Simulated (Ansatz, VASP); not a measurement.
**Te2Mo in VASP and in Ansatz**

```
Te Mo
1.0
     3.51820    0.00000    0.00000
    -1.75910    3.04685    0.00000
     0.00000    0.00000   13.97360
Te Mo
4 2
Direct
  0.33333 0.66667 0.62009
  0.66667 0.33333 0.12009
  0.33333 0.66667 0.87991
  0.66667 0.33333 0.37991
  0.33333 0.66667 0.25000
  0.66667 0.33333 0.75000
```

Alike in both runs: task electric field gradients; functional PBEsol; k mesh 14 × 14 × 3; occupations fermi-dirac, width 0.02 eV; no spin polarisation.

|  | VASP | Ansatz |
| --- | --- | --- |
| version | VASP 6.6.1 | Ansatz 0.2.0 |
| potentials or method | VASP PAW PBE potentials, release 64 (Te, Mo_sv) | plane-wave PAW, scalar-relativistic |
| plane-wave cutoff (eV) | 520 | 420 |
| valence electrons in the cell | 52 | 92 |

Ansatz gave:

- pressure (GPa): -1.8
- traceless stress, the component that is largest in VASP (GPa): -0.12
- rms of the force components (eV/Å): 0.125
- size of Vzz on the site where it differs most (V/Å²): 178.1

Task: What did VASP give for the same quantities?

Result: Pressure (GPa): -1.7; traceless stress, the component that is largest in VASP (GPa): -0.05; rms of the force components (eV/Å): 0.112; size of Vzz on the site where it differs most (V/Å²): 171.2.

VASP's potentials were made for PBE, not for PBEsol. Atom by atom the forces differ by 0.013 eV/Å (rms over components). VASP's potentials hold 52 valence electrons a cell and Ansatz's 92, so a difference there can come from the potentials and not from the codes.

Spin-orbit coupling is off throughout.
